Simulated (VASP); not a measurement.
Here is a VASP 6.6.1 calculation.

INCAR

```
ALGO     = Normal         # electronic algorithm
EDIFF    = 1E-6           # SCF threshold, eV
ENCUT    = 520            # plane-wave cutoff, eV
GGA      = PE             # functional
ISIF     = 2              # what is computed and relaxed
ISMEAR   = 0              # smearing method
LASPH    = T              # aspherical terms in the spheres
LCHARG   = F              # write CHGCAR
LREAL    = F              # projectors in reciprocal space
LWAVE    = F              # write WAVECAR
NBANDS   = 48             # bands
NELM     = 80             # most SCF steps
PREC     = Accurate       # precision mode
SIGMA    = 0.2            # smearing width, eV
```

Contents of KPOINTS:

```
k-points
0
Gamma
  5 5 2
```

The input POSCAR:

```
TaGe4Pt
1.0
    4.6712252619     -0.0000000036      0.0000000000
   -2.3356126278      4.0453997454      0.0000000000
    0.0000000000      0.0000000000      5.4448351008
Ta Ge Pt
1 4 1
Direct
    0.0000000000      0.0000000000      0.0000000000
    0.3333333333      0.6666666667      0.2526542357
    0.3333333333      0.6666666667      0.7473457643
    0.6666666667      0.3333333333      0.7473457643
    0.6666666667      0.3333333333      0.2526542357
    0.0000000000      0.0000000000      0.5000000000
```

Potentials or basis: VASP PAW PBE potentials, release 64 (Ta_pv, Ge_d, Pt).

Launch:

```console
$ cat potpaw_PBE.64/Ta_pv/POTCAR potpaw_PBE.64/Ge_d/POTCAR potpaw_PBE.64/Pt/POTCAR > POTCAR
$ mpirun -np 1 vasp_std > vasp.out
```

Q: Predict the largest force.

A: 0.014 eV/Å.

Q: Estimate the pressure.

A: 0.6 GPa.

Stress tensor (GPa, compression positive):
```
0.59 0.00 0.00
0.00 0.59 0.00
0.00 0.00 0.49
```

Caveat: the k points lie up to 0.58 Å⁻¹ apart.
